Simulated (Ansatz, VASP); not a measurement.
**K in VASP and in Ansatz**

File INCAR:

```
ALGO = Normal ; EDIFF = 1E-6
ENCUT = 500 ; GGA = CA
GGA_COMPAT = F ; ISIF = 2
ISMEAR = 1 ; ISPIN = 2
LASPH = T ; LCHARG = F
LORBIT = 11 ; LREAL = F
LWAVE = F ; MAGMOM = 1
NBANDS = 14 ; NELM = 200
PREC = Accurate ; SIGMA = 0.05
```

The input KPOINTS:

```
k-points
0
Gamma
  9 9 9
```

POSCAR

```
K
1.0
    4.1110264366      0.0000000000      0.0000000000
    0.0000000000      4.1110264366      0.0000000000
    0.0000000000      0.0000000000      4.1110264366
K
1
Direct
    0.0000000000      0.0000000000      0.0000000000
```

Input for Ansatz:

```yaml
crystal:
  lattice:
    - [4.1110264366, 0.0, 0.0]
    - [0.0, 4.1110264366, 0.0]
    - [0.0, 0.0, 4.1110264366]
  atoms:
    - { symbol: K, position: [0.0, 0.0, 0.0], spin: 1.0 }
kpoints:
  mp_grid: { grid: [9, 9, 9] }
scf:
  occupations: { method: cold, width: 0.05 }
hamiltonian:
  xc: lda
  pseudopotentials: { kind: all_electron, datasets: crystal }
output:
  forces: true
  stress: true
  eigenvalues: true
magnetization:
  spin_polarized: true
```

Alike in both runs: task single point; functional LDA; k mesh 9 × 9 × 9; collinear spin.

|  | VASP | Ansatz |
| --- | --- | --- |
| version | VASP 6.6.1 | Ansatz 0.2.0 |
| potentials or method | VASP PAW LDA potentials, release 64 (K_sv), cutoff 500 eV | all-electron PAW with datasets made for the crystal, scalar-relativistic |
| occupations | methfessel-paxton of order 1, width 0.05 eV | cold, width 0.05 eV |

VASP gave:

| Quantity | Value |
| --- | --- |
| gap on the k mesh at the Fermi level (eV) | none |
| pressure (GPa) | -0.1 |
| net moment per atom (μB) | 0.00 |

Problem. Estimate Ansatz's values.

Solution. gap on the k mesh at the Fermi level (eV): none; pressure (GPa): 0.0; net moment per atom (μB): 0.00.

LDA's correlation is that of Perdew and Zunger in VASP and of Perdew and Wang (1992) in Ansatz. A gap of «none» marks a metal or a gap that the smearing closes. Ansatz ran all-electron here, and VASP with PAW potentials. Ansatz's warnings: filled band counts differ across k points, seeded moment not kept, stability check not made.
